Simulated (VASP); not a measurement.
A run of VASP 6.6.1:

Contents of INCAR:

```
SYSTEM = Li27HS
  PREC = Accurate
  ENCUT = 520
  EDIFF = 1E-7
  ISMEAR = 0
  SIGMA = 0.05
  LREAL = Auto
  LASPH = .True.
  NELM = 80
  ALGO = Normal
  ISIF = 2
  LWAVE = .False.
  LCHARG = .False.
  GGA = PE
  NBANDS = 64
```

Contents of KPOINTS:

```
Automatic mesh
0
Gamma
  2 2 1
  0 0 0
```

POSCAR

```
Li27HS
1.0
   10.4700000000      0.0000000000      0.0000000000
    5.2350000000      7.4034080000      0.0000000000
    0.0000000000      0.0000000000     15.9356050000
Li S H
27 1 1
Direct
    0.0000000000      0.0000000000      0.0627525594
    0.3333333333      0.0000000000      0.0627525594
    0.6666666667      0.0000000000      0.0627525594
    0.0000000450      0.3333332433      0.0627525594
    0.3333333784      0.3333332433      0.0627525594
    0.6666667117      0.3333332433      0.0627525594
   -0.0000000450      0.6666667567      0.0627525594
    0.3333332883      0.6666667567      0.0627525594
    0.6666666216      0.6666667567      0.0627525594
   -0.1834018498      0.3802317797      0.2063375692
    0.1376351375      0.3994307757      0.2079289114
    0.4540556578      0.4039704417      0.2082896131
   -0.1920242236      0.7283105294      0.2032557910
    0.1208925008      0.7453913117      0.2061991998
    0.4823678373      0.7092135136      0.2157217752
   -0.2231841724      1.0838969026      0.2094318979
    0.1519961494      1.0509939477      0.2084057681
    0.4673845969      1.0567253622      0.2108989900
   -0.0440737486      0.0474517952      0.3459654026
    0.3566267960     -0.0171275175      0.3641706104
    0.6542061247      0.0135224210      0.3619638539
    0.0321722458      0.3208415638      0.3505006556
    0.3258706922      0.3522847856      0.3599146691
    0.6287591137      0.4008290506      0.3615533894
   -0.0068841163      0.6872946891      0.3518335200
    0.2855179891      0.7219288738      0.3584428078
    0.7097584354      0.6526441606      0.3493494599
    0.4988646756      0.6868698848      0.4237684732
    0.5480539676      0.8229203361      0.4151276968
```

Potentials or basis: VASP PAW PBE potentials, release 64 (Li_sv, S, H).

Run with:

```sh
$ cat potpaw_PBE.64/Li_sv/POTCAR potpaw_PBE.64/S/POTCAR potpaw_PBE.64/H/POTCAR > POTCAR
$ mpirun -np 1 vasp_std > vasp.out
```

Hardware: 1 thread of Intel(R) Xeon(R) Platinum 8175M CPU @ 2.50GHz (Skylake/Cascade Lake), with other jobs on the host.

Task: How long does it take, and how much memory?

Result: It took 20 min on 1 thread of Intel(R) Xeon(R) Platinum 8175M CPU @ 2.50GHz (Skylake/Cascade Lake) (shared host), peak memory 1.3 GiB. Counts: scf iterations 23, k points 4.
